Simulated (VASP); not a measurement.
Set up this calculation in VASP 6.6.1, as the native input.

```yaml
Task: single point
Functional: r2SCAN
Potentials_or_basis: VASP PAW PBE potentials, release 64 (Ti_sv, O)
Cutoff: 520 eV
k_mesh: 18 × 18 × 14
Occupations: gaussian, width 0.1 eV
Spin: collinear spin, ferromagnetic start
Starting_moments: "[1.54, 0.0] μB"
Hubbard_terms: Ti d U = 4.0 eV
Dipole_correction: no
Further_INCAR_settings: ALGO = Normal; EDIFF = 1e-07; NBANDS = 20
```

Crystal: TiO.

```
Ti O
1.0
     3.01506    0.00000    0.00000
    -1.50753    2.61112    0.00000
     0.00000    0.00000    2.89133
Ti O
1 1
Cartesian
  1.5075 0.8704 0.0000
  0.0000 0.0000 1.4457
```

The input as run:

POSCAR

```
TiO
1.0
    3.0150604043      0.0000000000      0.0000000000
   -1.5075302021      2.6111189041      0.0000000000
    0.0000000000      0.0000000000      2.8913257895
Ti O
1 1
Direct
    0.6666666667      0.3333333333      0.0000000000
    0.0000000000      0.0000000000      0.5000000000
```

INCAR.step1

```
SYSTEM = TiO
PREC = Accurate
ENCUT = 520
ISMEAR = 0
SIGMA = 0.1
LREAL = .FALSE.
LASPH = .TRUE.
NELM = 150
ISPIN = 2
MAGMOM = 1.54 0
LMAXMIX = 4
LDAU = .TRUE.
LDAUTYPE = 2
LDAUL = 2 -1
LDAUU = 4 0
LDAUJ = 0 0
NBANDS = 20
GGA = PE
ALGO = Normal
EDIFF = 1E-4
LWAVE = .TRUE.
LCHARG = .FALSE.
```

INCAR.step2

```
SYSTEM = TiO
PREC = Accurate
ENCUT = 520
EDIFF = 1E-7
ISMEAR = 0
SIGMA = 0.1
LREAL = .FALSE.
LASPH = .TRUE.
NELM = 150
ALGO = Normal
ISIF = 2
LWAVE = .FALSE.
LCHARG = .TRUE.
ISPIN = 2
MAGMOM = 1.54 0
LORBIT = 11
LMAXMIX = 4
LDAU = .TRUE.
LDAUTYPE = 2
LDAUL = 2 -1
LDAUU = 4 0
LDAUJ = 0 0
LDAUPRINT = 1
METAGGA = R2SCAN
LMIXTAU = .TRUE.
LELF = .TRUE.
LVHAR = .TRUE.
NBANDS = 20
ISTART = 1
```

KPOINTS

```
regular mesh
0
G
  18 18 14
  0 0 0
```

Potentials or basis: VASP PAW PBE potentials, release 64 (Ti_sv, O).

Launch:

```console
$ cat potpaw_PBE.64/Ti_sv/POTCAR potpaw_PBE.64/O/POTCAR > POTCAR
$ cp INCAR.step1 INCAR
$ mpirun -np 1 vasp_std > vasp.out
$ cp INCAR.step2 INCAR
$ mpirun -np 1 vasp_std > vasp.out
```

Results of the run:

```json
{
 "Pressure": "-20.8 GPa",
 "Band gap on the k mesh": "zero (filled and empty bands overlap)",
 "Net moment": "0.00 μB per cell",
 "Valence electrons inside the program's atomic spheres": "Ti 10.04; O 5.03"
}
```

Caveat: the PAW data sets were made with another functional, which shifts forces and pressure a little.

Run time: 47 min on 1 thread of Oxide Virtual Turin-like Processor (shared host), peak memory 0.28 GiB.
